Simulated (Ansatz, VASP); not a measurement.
One calculation of C, two programs

The input INCAR:

```
SYSTEM = C
ALGO = Normal
EDIFF = 1E-6
ENCUT = 1300
GGA = CA
GGA_COMPAT = .FALSE.
ISIF = 2
ISMEAR = 0
LASPH = .TRUE.
LCHARG = .FALSE.
LREAL = .FALSE.
LWAVE = .FALSE.
NBANDS = 11
NELM = 120
PREC = Accurate
SIGMA = 0.05
```

File KPOINTS:

```
k-points
0
G
  12 12 12
  0 0 0
```

Contents of POSCAR:

```
C
1.0
    0.0000000000      2.0107707089      1.6730671760
    1.6134724349      0.0000000000      1.6730671760
    1.6134724349      2.0107707089      0.0000000000
C
2
Direct
    0.5000000000      0.5000000000      0.5000000000
    0.7500000000      0.7500000000      0.7500000000
```

Input for Ansatz:

```yaml
crystal:
  lattice:
    - [0.0, 2.0107707089, 1.673067176]
    - [1.6134724349, 0.0, 1.673067176]
    - [1.6134724349, 2.0107707089, 0.0]
  atoms:
    - { symbol: C, position: [0.5, 0.5, 0.5] }
    - { symbol: C, position: [0.75, 0.75, 0.75] }
basis:
  ecutwfc: 520.0
kpoints:
  mp_grid: { grid: [12, 12, 12] }
hamiltonian:
  xc: lda
  pseudopotentials: { kind: paw, azcp: { folder: soft_1 } }
scf:
  occupations: { method: gaussian, width: 0.05 }
output:
  forces: true
  stress: true
  eigenvalues: true
  write_density: true
  write_potential: true
  elf: true
  volumetric_format: npy
```

Change from the starting cell: strain +e along x and -e along y -0.1125, strain +e along z and -e/2 along x and y -0.0525.

Alike in both runs: task single point; functional LDA; k mesh 12 × 12 × 12; occupations gaussian, width 0.05 eV; no spin polarisation.

```csv
,VASP,Ansatz
version,VASP 6.6.1,Ansatz 0.2.0
potentials or method,"VASP PAW LDA potentials, release 64 (C_h), cutoff 1300 eV","scalar-relativistic, plane waves, PAW"
valence electrons in the cell,8,8
```

VASP gave:

- gap on the k mesh at the Fermi level (eV): 0.99
- least direct gap on the mesh (eV): 3.57
- pressure (GPa): 9.1
- traceless stress, the component that is largest in VASP (GPa): -154.37

Which values does Ansatz return?

gap on the k mesh at the Fermi level (eV): 1.00; least direct gap on the mesh (eV): 3.56; pressure (GPa): 8.1; traceless stress, the component that is largest in VASP (GPa): -154.44.

Ansatz warns that its potentials were made for another functional, while VASP's fit it. LDA's correlation is that of Perdew and Zunger in VASP and of Perdew and Wang (1992) in Ansatz.
